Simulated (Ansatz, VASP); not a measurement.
## One calculation of AlAs, two programs

The input INCAR:

```
PREC = Accurate ; ENCUT = 500
EDIFF = 1E-6 ; ISMEAR = -1
SIGMA = 0.1 ; LREAL = F
LASPH = T ; NELM = 120
ALGO = Normal ; ISIF = 2
LWAVE = F ; LCHARG = F
GGA = PS ; NBANDS = 11
GGA_COMPAT = F
```

File KPOINTS:

```
Automatic mesh
0
Gamma
  8 8 8
```

POSCAR

```
AlAs
1.0
    0.0000000000      2.8428732500      2.8428732500
    2.8428732500      0.0000000000      2.8428732500
    2.8428732500      2.8428732500      0.0000000000
Al As
1 1
Direct
    0.0000000000      0.0000000000      0.0000000000
    0.2500000000      0.2500000000      0.2500000000
```

Input for Ansatz:

```yaml
crystal:
  lattice:
    - [0.0, 2.84287325, 2.84287325]
    - [2.84287325, 0.0, 2.84287325]
    - [2.84287325, 2.84287325, 0.0]
  atoms:
    - { symbol: Al, position: [0.0, 0.0, 0.0] }
    - { symbol: As, position: [0.25, 0.25, 0.25] }
  symmetry: { tolerance: 0.0003 }
kpoints:
  mp_grid: { grid: [8, 8, 8], shift: [0, 0, 0] }
  band_path:
    path:
      - [0.0, 0.0, 0.0]
      - [-0.5, -0.5, 0.0]
      - [-0.375, -0.375, 0.25]
      - [-0.375, 0.0, 0.375]
      - [0.0, 0.0, 0.0]
      - [0.0, 0.0, 0.5]
      - [-0.5, -0.25, 0.25]
      - [-0.5, -0.5, 0.0]
    npoints: 8
magnetization:
  spin_polarized: false
scf:
  occupations: { method: fermi_dirac }
  lower_state_search: "off"
  max_iter: 200
hamiltonian:
  pseudopotentials: { kind: paw }
  xc: pbesol
basis:
  ecutwfc: 420
  fft_grid_basis: typed
output:
  forces: true
  stress: true
  eigenvalues: true
  bader: true
  populations: true
  elf: true
  write_potential: true
  volumetric_format: npy
  dos:
    e_range: [-12, 8]
    de: 0.05
    projected: { site_lists: { Al: [Al], As: [As] } }
checkpoint:
  read: saved_state
```

Alike in both runs: task single point; functional PBEsol; k mesh 8 × 8 × 8; no spin polarisation.

|  | VASP | Ansatz |
| --- | --- | --- |
| version | VASP 6.6.1 | Ansatz 0.2.0 |
| potentials or method | VASP PAW PBE potentials, release 64 (Al, As), cutoff 500 eV | PAW plane waves |
| occupations | fermi-dirac, width 0.1 eV | fermi-dirac |
| valence electrons in the cell | 8 | 18 |

Ansatz gave:

| Quantity | Value |
| --- | --- |
| pressure (GPa) | -0.4 |

Q: Estimate VASP's values.

A: Pressure (GPa): -0.2.

VASP's potentials were made for PBE, not for PBEsol. VASP's potentials hold 8 valence electrons a cell and Ansatz's 18, so a difference there can come from the potentials and not from the codes.
